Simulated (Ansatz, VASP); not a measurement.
**Ti3O4 in VASP and in Ansatz**

```
CELL_PARAMETERS angstrom
2.92423 -4.06089 0.00000
2.92423 4.06089 0.00000
0.00000 0.00000 2.99892
ATOMIC_POSITIONS crystal
Ti 0.00000 0.00000 0.50000
Ti 0.50000 0.00000 0.00000
Ti 0.00000 0.50000 0.00000
O 0.76538 0.76538 0.00000
O 0.25732 0.74268 0.50000
O 0.23462 0.23462 0.00000
O 0.74268 0.25732 0.50000
```

Alike in both runs: task single point; functional r2SCAN; k mesh 8 × 8 × 12; occupations gaussian, width 0.1 eV; no spin polarisation.

```csv
,VASP,Ansatz
version,VASP 6.6.1,Ansatz 0.2.0
potentials or method,"VASP PAW PBE potentials, release 64 (Ti_sv, O), cutoff 520 eV","scalar-relativistic, plane waves, PAW"
valence electrons in the cell,60,60
```

Ansatz gave:

* gap on the k mesh at the Fermi level (eV): none
* pressure (GPa): 0.0
* traceless stress, the component that is largest in VASP (GPa): 0.01
* rms of the force components (eV/Å): 0.001

**Question.** Which values does VASP return?

**Answer.** gap on the k mesh at the Fermi level (eV): none; pressure (GPa): 1.7; traceless stress, the component that is largest in VASP (GPa): -0.19; rms of the force components (eV/Å): 0.029.

VASP's potentials were made for PBE, not for r2SCAN. Atom by atom the forces differ by 0.028 eV/Å (rms over components). A gap of «none» marks a metal or a gap that the smearing closes. The functional is the same, so the differences come from potentials, cutoffs and numerics.
